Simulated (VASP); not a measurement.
# Si2N: relaxation of cell and atoms with PBEsol

Si2N:

```
Si N
1.0
    -2.04556    2.04556    2.39837
     2.04556   -2.04556    2.39837
     2.04556    2.04556   -2.39837
Si N
2 1
Direct
  0.75000 0.25000 0.50000
  0.25000 0.75000 0.50000
  0.00000 0.00000 0.00000
```

| Quantity | Value |
| --- | --- |
| Program | VASP 6.6.1 |
| Task | relaxation of cell and atoms |
| Functional | PBEsol |
| Potentials or basis | VASP PAW PBE potentials, release 64 (Si, N) |
| Cutoff | 600 eV |
| k mesh | 9 × 9 × 9 |
| Occupations | fermi-dirac, width 0.05 eV |
| Spin | no spin polarisation |
| Dipole correction | no |
| Further INCAR settings | ALGO = Normal; EDIFF = 1e-07; IBRION = 2; EDIFFG = -0.01; NSW = 60; ISIF = 3 |

The relaxed volume is 12.90 Å³/atom. The relaxed cell is a = 3.717 Å, b = 3.717 Å, c = 3.717 Å, α = 114.61°, β = 114.61°, γ = 99.63°. The space group after relaxing (to 0.05 Å) is I4/mmm (No. 139) and the energy gained by relaxing is 6.0 meV/atom. The ionic steps are 5 and the pressure after relaxing is 0.0 GPa.

Step by step:
| step | energy change (eV) | largest force (eV/Å) | pressure (GPa) | volume (Å³) |
| --- | --- | --- | --- | --- |
| 1 | 0.0000 | 0.0000 | -3.19 | 40.14 |
| 2 | -0.0167 | 0.0000 | 0.35 | 38.61 |
| 3 | -0.0167 | 0.0000 | 0.24 | 38.66 |
| 4 | -0.0180 | 0.0000 | 0.08 | 38.68 |
| 5 | -0.0181 | 0.0000 | -0.01 | 38.69 |

Final structure:
```xyz
3
Lattice="-2.0081 2.0081 2.3987 2.0081 -2.0081 2.3987 2.0081 2.0081 -2.3987" Properties=species:S:1:pos:R:3 pbc="T T T"
Si    0.0000    2.0081    1.1993
Si    2.0081    0.0000    1.1993
N     0.0000    0.0000    0.0000
```

Levels at points of the mesh, in eV from the Fermi level:
```tsv
k point	band 3	band 4	band 5	band 6	band 7	band 8	band 9	band 10
(0.00, 0.00, 0.00)	-4.34	-4.34	-3.61	-2.13	0.26	0.26	0.84	3.90
```

Run time: 100 s on 1 thread of Intel Xeon 6975P-C (shared host), peak memory 0.19 GiB.

Caveat: the PAW data sets were made with another functional, which shifts forces and pressure a little.
